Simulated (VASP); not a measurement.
# AgB (P4mm) in VASP: further runs

Runs on AgB. Level: PBE. Tasks: single point, relaxation of cell and atoms.

All numbers are computed with VASP 6.6.1; they aren't measurements. Logs are shortened: lines on timing, memory, paths and dates and some standing lists are left out, and cuts for length are marked.

## (1) The cell of the first run

Symmetry: P4mm, No. 99, tetragonal system. The conventional cell has a = 2.438 Å, b = 2.438 Å, c = 4.607 Å, α = 90.00°, β = 90.00°, γ = 90.00°. Within 2.7 Å of Ag (site symmetry 4mm) lie 2 B at 2.08 to 2.53 Å and 4 Ag at 2.44 Å. Within 2.7 Å of B (site symmetry 4mm) lie 2 Ag at 2.08 to 2.53 Å and 4 B at 2.44 Å.

The cell was built from a structure type or drawn by symmetry, and may not be a known phase.

## (2) Single point, PBE

The input, INCAR:

```
SYSTEM = AgB
PREC = Accurate ; ENCUT = 520
EDIFF = 1E-6 ; ISMEAR = 0
SIGMA = 0.1 ; LREAL = .FALSE.
LASPH = .TRUE. ; NELM = 60
ALGO = Normal ; ISIF = 2
LWAVE = .FALSE. ; LCHARG = .FALSE.
GGA = PE ; NBANDS = 14
```

The input, KPOINTS:

```
Automatic mesh
0
G
  8 8 4
  0 0 0
```

The input, POSCAR:

```
AgB
1.0
    2.4379951800      0.0000000000      0.0000000000
    0.0000000000      2.4379951800      0.0000000000
    0.0000000000      0.0000000000      4.6070492000
Ag B
1 1
Direct
    0.5000000000      0.5000000000      0.3987671800
    0.5000000000      0.5000000000      0.9482483200
```

Potentials or basis: VASP PAW PBE potentials, release 64 (Ag, B).

Run with:

```
> cat potpaw_PBE.64/Ag/POTCAR potpaw_PBE.64/B/POTCAR > POTCAR
> mpirun -np 1 vasp_std > vasp.out
```

OUTCAR:

```text
SYSTEM = AgB
   PREC = Accurate
   ENCUT = 520
   EDIFF = 1E-6
   ISMEAR = 0
   LREAL = .FALSE.
   LASPH = .TRUE.
   NELM = 60
   ISIF = 2
   GGA = PE

 ion  position               nearest neighbor table
   1  0.500  0.500  0.399-   2 2.08   2 2.53
   2  0.500  0.500  0.948-   1 2.08   1 2.53

  LATTYP: Found a simple tetragonal cell.
 ALAT       =     2.4379951800
 C/A-ratio  =     1.8896875752

  Lattice vectors:

 A1 = (   2.4379951800,   0.0000000000,   0.0000000000)
 A2 = (   0.0000000000,   2.4379951800,   0.0000000000)
 A3 = (   0.0000000000,   0.0000000000,   4.6070492000)

Analysis of symmetry for initial positions (statically):
=====================================================================
 Subroutine PRICEL returns:
 Original cell was already a primitive cell.

 Routine SETGRP: Setting up the symmetry group for a
 simple tetragonal supercell.

 Subroutine GETGRP returns: Found  8 space group operations
 (whereof  8 operations were pure point group operations)
 out of a pool of 16 trial point group operations.

The static configuration has the point symmetry C_4v.

Analysis of symmetry for dynamics (positions and initial velocities):
=====================================================================
 Subroutine PRICEL returns:
 Original cell was already a primitive cell.

 Routine SETGRP: Setting up the symmetry group for a
 simple tetragonal supercell.

 Subroutine GETGRP returns: Found  8 space group operations
 (whereof  8 operations were pure point group operations)
 out of a pool of 16 trial point group operations.

The dynamic configuration has the point symmetry C_4v.

 Subroutine INISYM returns: Found  8 space group operations
 (whereof  8 operations are pure point group operations),
 and found     1 'primitive' translations

----------------------------------------------------------------------------------------

                                     Primitive cell

  volume of cell :      27.3835

  direct lattice vectors                    reciprocal lattice vectors
     2.437995180  0.000000000  0.000000000     0.410173083  0.000000000  0.000000000
     0.000000000  2.437995180  0.000000000     0.000000000  0.410173083  0.000000000
     0.000000000  0.000000000  4.607049200     0.000000000  0.000000000  0.217058676

  length of vectors
     2.437995180  2.437995180  4.607049200     0.410173083  0.410173083  0.217058676

  position of ions in fractional coordinates (direct lattice)
     0.500000000  0.500000000  0.398767180
     0.500000000  0.500000000  0.948248320

  ion indices of the primitive-cell ions
   primitive index   ion index
                 1           1
                 2           2

----------------------------------------------------------------------------------------

 KPOINTS: Automatic mesh

Automatic generation of k-mesh.
 Grid dimensions read from file:
 generate k-points for:    8    8    4

 Generating k-lattice:

  Cartesian coordinates                     Fractional coordinates (reciprocal lattice)
     0.051271635  0.000000000  0.000000000     0.125000000  0.000000000  0.000000000
     0.000000000  0.051271635  0.000000000     0.000000000  0.125000000  0.000000000
     0.000000000  0.000000000  0.054264669     0.000000000  0.000000000  0.250000000

  Length of vectors
     0.051271635  0.051271635  0.054264669

  Shift w.r.t. Gamma in fractional coordinates (k-lattice)
     0.000000000  0.000000000  0.000000000

 Subroutine IBZKPT returns following result:
 ===========================================

 Found     45 irreducible k-points:

 Following reciprocal coordinates:
            Coordinates               Weight
  0.000000  0.000000  0.000000      1.000000
  0.125000  0.000000  0.000000      4.000000
  0.250000  0.000000  0.000000      4.000000
  0.375000  0.000000  0.000000      4.000000
  0.500000  0.000000  0.000000      2.000000
  0.125000  0.125000  0.000000      4.000000
[... 16 lines left out ...]
  0.375000  0.125000  0.250000     16.000000
  0.500000  0.125000  0.250000      8.000000
 [... further k-points ...]
   k-points           NKPTS =     45   k-points in BZ     NKDIM =     45   number of bands    NBANDS=     14
   number of dos      NEDOS =    301   number of ions     NIONS =      2
   total plane-waves  NPLWV =  11664
   dimension x,y,z NGX =    18 NGY =   18 NGZ =   36
   dimension x,y,z NGXF=    36 NGYF=   36 NGZF=   72
   ions per type =               1   1
   NGX,Y,Z   is equivalent  to a cutoff of  12.27, 12.27, 12.99 a.u.
   NGXF,Y,Z  is equivalent  to a cutoff of  24.55, 24.55, 25.98 a.u.
 SYSTEM =  AgB
   PREC   = accura    normal or accurate (medium, high low for compatibility)
   ISTART =      0    job   : 0-new  1-cont  2-samecut
   ICHARG =      2    charge: 1-file 2-atom 10-const
   ISPIN  =      1    spin polarized calculation?
   LNONCOLLINEAR =      F non collinear calculations
   LSORBIT =      F    spin-orbit coupling
   LASPH  =      T    aspherical Exc in radial PAW
   ENCUT  =  520.0 eV  38.22 Ry    6.18 a.u.   4.53  4.53  8.57*2*pi/ulx,y,z
   NELM   =     60;   NELMIN=  2; NELMDL= -5     # of ELM steps
   EDIFF  = 0.1E-05   stopping-criterion for ELM
   LREAL  =      F    real-space projection
   EDIFFG = 0.1E-04   stopping-criterion for IOM
   NSW    =      0    number of steps for IOM
   IBRION =     -1    ionic relax: 0-MD 1-quasi-New 2-CG
   NFREE  =      0    steps in history (QN), initial steepest desc. (CG)
   ISIF   =      2    stress and relaxation
   ISYM   =      2    0-nonsym 1-usesym 2-fastsym
   POTIM  = 0.5000    time-step for ionic-motion
   TEBEG  =    0.0;   TEEND  =   0.0 temperature during run
   PSTRESS=    0.0 pullay stress
   NELECT =      14.0000    total number of electrons
   NUPDOWN=      -1.0000    fix difference up-down
   EMIN   =  10.00;   EMAX   =-10.00  energy-range for DOS
   EFERMI =   0.00;   METHOD = LEGACY
   ISMEAR =     0;   SIGMA  =   0.10  broadening in eV -4-tet -1-fermi 0-gaus
   EFERMI_NEDOS =   21; number of points for ismear=-14 and -15
   IALGO  =     38    algorithm
   IMIX   =      4    mixing-type and parameters
     AMIX     =   0.40;   BMIX     =  1.00
     AMIX_MAG =   1.60;   BMIX_MAG =  1.00
  volume/ion in A,a.u.               =      13.69        92.40
  Fermi-wavevector in a.u.,A,eV,Ry     =   1.309045  2.473737 23.314937  1.713600
  Thomas-Fermi vector in A             =   2.439671
   LORBIT       =      0    0 simple, 1 ext, 2 COOP (PROOUT), +10 PAW based schemes
   GGA     = PE    functional components
   LHFCALC =     F    Hartree Fock is set to
   AEXX    =    0.0000 exact exchange contribution
   IVDW    =     0    specifies the selected vdW correction
   LEPSILON=     F    determine dielectric tensor
   LRPA    =     F    only Hartree local field effects (RPA)
 non-spin polarized calculation
 Gauss-broadening in eV      SIGMA  =   0.10
  energy-cutoff  :      520.00
  volume of cell :       27.38
 maximum number of plane-waves:       773
   NGX =  9   NGY =  9   NGZ = 17

 number of electron      13.9999996 magnetization

 Free energy of the ion-electron system (eV)
  ---------------------------------------------------
  ext. energy  EPLUGINS =         0.00000000
  ---------------------------------------------------
  free energy    TOTEN  =        -5.74887292 eV

  energy without entropy =       -5.74099102  energy(sigma->0) =       -5.74493197

 E-fermi :   6.8231     XC(G=0): -11.5479

 val. band max:        6.7708143856   @ k =   0.5000   0.5000   0.2500
 cond. band min:       6.8245614027   @ k =   0.3750   0.1250   0.5000
 fundamental gap:      0.0537470171
 Fermi energy:         6.8231004393

 k-point     1 :       0.0000    0.0000    0.0000
  band No.  band energies     occupation
      1      -3.6359      2.00000
      2      -1.2029      2.00000
      3      -1.0492      2.00000
      4       2.7878      2.00000
      5       2.7878      2.00000
      6       3.6018      2.00000
      7       3.7900      2.00000
      8       6.3335      2.00000
      9      13.9733      0.00000
     10      13.9733      0.00000
     11      18.6590      0.00000
     12      23.8020      0.00000
     13      25.2250      0.00000
     14      27.2012      0.00000

 k-point     2 :       0.1250    0.0000    0.0000
  band No.  band energies     occupation
      1      -3.3169      2.00000
      2      -1.0532      2.00000
      3      -0.5284      2.00000
      4       2.0260      2.00000
      5       2.8243      2.00000
      6       3.5126      2.00000
      7       4.3211      2.00000
      8       6.5616      1.99978
      9      12.2911      0.00000
     10      14.1716      0.00000
     11      18.8572      0.00000
     12      23.8751      0.00000
     13      24.8650      0.00000
     14      26.1983      0.00000

 k-point     3 :       0.2500    0.0000    0.0000
  band No.  band energies     occupation
      1      -2.4315      2.00000
      2      -0.8085      2.00000
      3       0.9237      2.00000
      4       1.0778      2.00000
      5       2.8872      2.00000
      6       2.9155      2.00000
      7       5.3852      2.00000
      8       7.2262      0.00000
      9       9.2435      0.00000
     10      14.6820      0.00000
     11      18.6901      0.00000
     12      20.2495      0.00000
     13      23.6793      0.00000
     14      25.8999      0.00000

 k-point     4 :       0.3750    0.0000    0.0000
  band No.  band energies     occupation
      1      -1.2034      2.00000
      2      -0.5489      2.00000
      3       0.2482      2.00000
      4       2.3196      2.00000
      5       2.5941      2.00000
      6       3.0040      2.00000
      7       6.4656      2.00000
      8       6.6102      1.99739
      9       8.4927      0.00000
     10      15.2540      0.00000
     11      16.2027      0.00000
     12      17.5910      0.00000
     13      23.3868      0.00000
     14      26.7245      0.00000

 k-point     5 :       0.5000    0.0000    0.0000
  band No.  band energies     occupation
      1      -0.5213      2.00000
      2      -0.2594      2.00000
      3      -0.1245      2.00000
      4       2.0969      2.00000
      5       3.0419      2.00000
      6       3.0663      2.00000
      7       5.4396      2.00000
      8       7.2522      0.00000
      9       9.6181      0.00000
     10      14.1082      0.00000
     11      15.5153      0.00000
[... 276 lines left out ...]
 k-point    22 :       0.2500    0.1250    0.2500
  band No.  band energies     occupation
      1      -1.8545      2.00000
      2      -0.2545      2.00000
      3       0.7501      2.00000
      4       1.2687      2.00000
      5       2.2902      2.00000
      6       2.6104      2.00000
      7       3.8654      2.00000
      8       9.3035      0.00000
      9      10.7545      0.00000
     10      13.4591      0.00000
     11      17.9323      0.00000
     12      20.4513      0.00000
     13      23.8059      0.00000
     14      24.6074      0.00000

 k-point    23 :       0.3750    0.1250    0.2500
  band No.  band energies     occupation
      1      -0.8161      2.00000
      2      -0.0041      2.00000
      3       0.4174      2.00000
      4       1.5671      2.00000
      5       2.3932      2.00000
      6       3.0297      2.00000
      7       5.4789      2.00000
      8       6.8795      0.42505
      9      10.9198      0.00000
     10      14.0820      0.00000
     11      15.8844      0.00000
     12      19.4129      0.00000
     13      22.5346      0.00000
     14      24.3507      0.00000

 k-point    24 :       0.5000    0.1250    0.2500
  band No.  band energies     occupation
      1      -0.2518      2.00000
      2      -0.0690      2.00000
      3       0.4358      2.00000
      4       1.3416      2.00000
      5       2.5142      2.00000
      6       4.2563      2.00000
      7       4.2623      2.00000
      8       8.4491      0.00000
      9       9.3764      0.00000
     10      14.3219      0.00000
     11      15.6163      0.00000
     12      18.1692      0.00000
     13      23.1055      0.00000
     14      23.5645      0.00000

 [... further k-points ...]
[... 5 lines left out ...]
  --------------------------------------------------------------------------------------
  -------------------------------------------------------------------------------------
  Total        3.9141823      3.9141823     -0.1303619      0.0000000      0.0000000      0.0000000
  in kB      229.0145604    229.0145604     -7.6273348      0.0000000      0.0000000      0.0000000
  external PRESSURE =     150.1339287 kB  Pullay stress =       0.0000000 kB

 VOLUME and BASIS-vectors are now :
 -----------------------------------------------------------------------------
  energy-cutoff  :      520.00
  volume of cell :       27.38
      direct lattice vectors                 reciprocal lattice vectors
     2.437995180  0.000000000  0.000000000     0.410173083  0.000000000  0.000000000
     0.000000000  2.437995180  0.000000000     0.000000000  0.410173083  0.000000000
     0.000000000  0.000000000  4.607049200     0.000000000  0.000000000  0.217058676

 POSITION                                       TOTAL-FORCE (eV/Angst)
 -----------------------------------------------------------------------------------
      1.21900      1.21900      1.83714         0.000000      0.000000      1.376225
      1.21900      1.21900      4.36863        -0.000000      0.000000     -1.376225
 -----------------------------------------------------------------------------------
    total drift:                                0.000000      0.000000      0.000083

  FREE ENERGIE OF THE ION-ELECTRON SYSTEM (eV)
  ---------------------------------------------------
  free  energy   TOTEN  =        -5.7488729153 eV

  energy  without entropy=       -5.7409910247  energy(sigma->0) =       -5.74493197
```

It took 23 s on 1 thread of Intel Xeon 8259CL, shared host; peak memory 0.14 GiB.

Results:

```yaml
Free_energy: -5.7489 eV
Pressure: 15.0 GPa
Largest_force: 1.376 eV/Å
Band_gap_on_the_k_mesh: zero (bands 7 and 8 overlap by 1.60 eV)
```

Forces on the atoms (eV/Å):
```
Ag   0.000  0.000  1.376
B    0.000  0.000 -1.376
```

Stress tensor (GPa, compression positive):
```
22.90  0.00  0.00
 0.00 22.90  0.00
 0.00  0.00 -0.76
```

Levels at points of the mesh, in eV from the Fermi level:
```tsv
k point	band 5	band 6	band 7	band 8	band 9	band 10
(0.00, 0.00, 0.00)	-4.04	-3.22	-3.03	-0.49	7.15	7.15
(0.50, 0.00, 0.00)	-3.78	-3.76	-1.38	0.43	2.79	7.29
(0.50, 0.50, 0.00)	-1.70	-0.52	-0.52	1.95	3.20	8.15
(0.00, 0.00, 0.50)	-4.07	-4.07	-3.03	5.45	7.47	7.47
(0.50, 0.00, 0.50)	-4.18	-3.80	-1.98	0.51	1.87	8.91
(0.50, 0.50, 0.50)	-1.70	0.13	0.48	0.48	5.16	6.44
```

Caveat: the cell stands under pressure; forces of over 1 eV/Å act on the atoms, so gaps and moduli don't describe the material at rest.

(Continued in part 2 of 2.)
